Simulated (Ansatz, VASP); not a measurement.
**Pt in VASP and in Ansatz**

Contents of POSCAR:

```
Pt
1.0
    0.0000000000      1.9705765473      1.9705765473
    1.9705765473      0.0000000000      1.9705765473
    1.9705765473      1.9705765473      0.0000000000
Pt
1
Direct
    0.0000000000      0.0000000000      0.0000000000
```

File INCAR.step1:

```
SYSTEM = Pt
ALGO = Normal
EDIFF = 1E-4
ENCUT = 520
GGA = PE
ISMEAR = -1
LASPH = .True.
LCHARG = .False.
LREAL = .False.
LWAVE = .True.
NBANDS = 11
NELM = 80
PREC = Accurate
SIGMA = 0.2
```

The input INCAR.step2:

```
SYSTEM = Pt
ALGO = Normal
EDIFF = 1E-7
ENCUT = 520
ISIF = 2
ISMEAR = -1
ISTART = 1
LASPH = .True.
LCHARG = .True.
LELF = .True.
LMIXTAU = .True.
LREAL = .False.
LVHAR = .True.
LWAVE = .False.
METAGGA = R2SCAN
NBANDS = 11
NELM = 80
PREC = Accurate
SIGMA = 0.2
```

KPOINTS

```
k-points
0
Gamma
  14 14 14
  0 0 0
```

Input for Ansatz:

```yaml
crystal:
  lattice:
    - [0.0, 1.9705765473, 1.9705765473]
    - [1.9705765473, 0.0, 1.9705765473]
    - [1.9705765473, 1.9705765473, 0.0]
  atoms:
    - { symbol: Pt, position: [0.0, 0.0, 0.0] }
hamiltonian:
  xc: r2scan
  pseudopotentials:
    kind: paw
    azcp:
      Pt: "pseudopotentials/Pt.paw.azcp"
basis:
  ecutwfc: 500
  fft_grid_basis: typed
kpoints:
  mp_grid: { grid: [14, 14, 14], shift: [0, 0, 0] }
magnetization:
  spin_polarized: false
scf:
  occupations: { method: fermi_dirac, width: 0.2 }
  lower_state_search: "off"
output:
  stress: true
```

Alike in both runs: task single point; functional r2SCAN; k mesh 14 × 14 × 14; occupations fermi-dirac, width 0.2 eV; no spin polarisation.

|  | VASP | Ansatz |
| --- | --- | --- |
| version | VASP 6.6.1 | Ansatz 0.2.0 |
| potentials or method | VASP PAW PBE potentials, release 64 (Pt), cutoff 520 eV | plane waves (500 eV) with PAW, scalar-relativistic |
| valence electrons in the cell | 10 | 18 |

Ansatz gave:

| Property | Result |
| --- | --- |
| pressure (GPa) | 0.9 |

Q: What did VASP give for the same quantities?

A: Pressure (GPa): 1.6.

VASP's potentials were made for PBE, not for r2SCAN. VASP's potentials hold 10 valence electrons a cell and Ansatz's 18, so a difference there can come from the potentials and not from the codes.

Neither program's run includes spin-orbit coupling.
